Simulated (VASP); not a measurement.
A run of VASP 6.6.1 is set up as follows.

The input INCAR:

```
ALGO     = Normal         # electronic algorithm
EDIFF    = 1E-6           # SCF threshold, eV
ENCUT    = 520            # plane-wave cutoff, eV
GGA      = PE             # functional
ISIF     = 2              # what is computed and relaxed
ISMEAR   = -1             # smearing method
LASPH    = T              # aspherical terms in the spheres
LCHARG   = F              # write CHGCAR
LREAL    = F              # projectors in reciprocal space
LWAVE    = F              # write WAVECAR
NBANDS   = 9              # bands
NELM     = 100            # most SCF steps
PREC     = Accurate       # precision mode
SIGMA    = 0.1            # smearing width, eV
```

KPOINTS

```
k-points
0
Gamma
  16 16 16
```

Contents of POSCAR:

```
S
1.0
   -1.1923726162      1.1923726162      1.1923726162
    1.1923726162     -1.1923726162      1.1923726162
    1.1923726162      1.1923726162     -1.1923726162
S
1
Direct
    0.0000000000      0.0000000000      0.0000000000
```

Potentials or basis: VASP PAW PBE potentials, release 64 (S).

Launch:

```console
$ cat potpaw_PBE.64/S/POTCAR > POTCAR
$ mpirun -np 1 vasp_std > vasp.out
```

**Question.** What does it give for the band gap on the k mesh?

**Answer.** Zero (bands 3 and 4 overlap by 22.73 eV).

**Question.** Predict the pressure.

**Answer.** 342.4 GPa.

Caveat: the cell stands under pressure.
